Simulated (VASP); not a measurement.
A run of VASP 6.6.1 is set up as follows.

Contents of INCAR:

```
PREC = Accurate
ENCUT = 520
EDIFF = 1E-7
ISMEAR = 0
SIGMA = 0.15
LREAL = F
LASPH = T
NELM = 100
ALGO = Normal
ISIF = 2
LWAVE = F
LCHARG = F
NBANDS = 13
```

File KPOINTS:

```
Automatic mesh
0
Gamma
  14 14 14
```

POSCAR

```
SrMg
1.0
   -1.4697037843      2.9394075687      2.9394075687
    2.9394075687     -1.4697037843      2.9394075687
    2.9394075687      2.9394075687     -1.4697037843
Sr Mg
1 1
Direct
    0.5000000000      0.5000000000      0.5000000000
    0.0000000000      0.0000000000      0.0000000000
```

Potentials or basis: VASP PAW LDA potentials, release 64 (Sr_sv, Mg).

Command:

```bash
$ cat potpaw_LDA.64/Sr_sv/POTCAR potpaw_LDA.64/Mg/POTCAR > POTCAR
$ mpirun -np 1 vasp_std > vasp.out
```

(1) Predict the band gap on the k mesh.

(2) Predict the pressure.

Results:

(1) zero (band 6 reaches 2.05 eV, above the bottom of band 7 at 0.80 eV).

(2) -3.7 GPa.
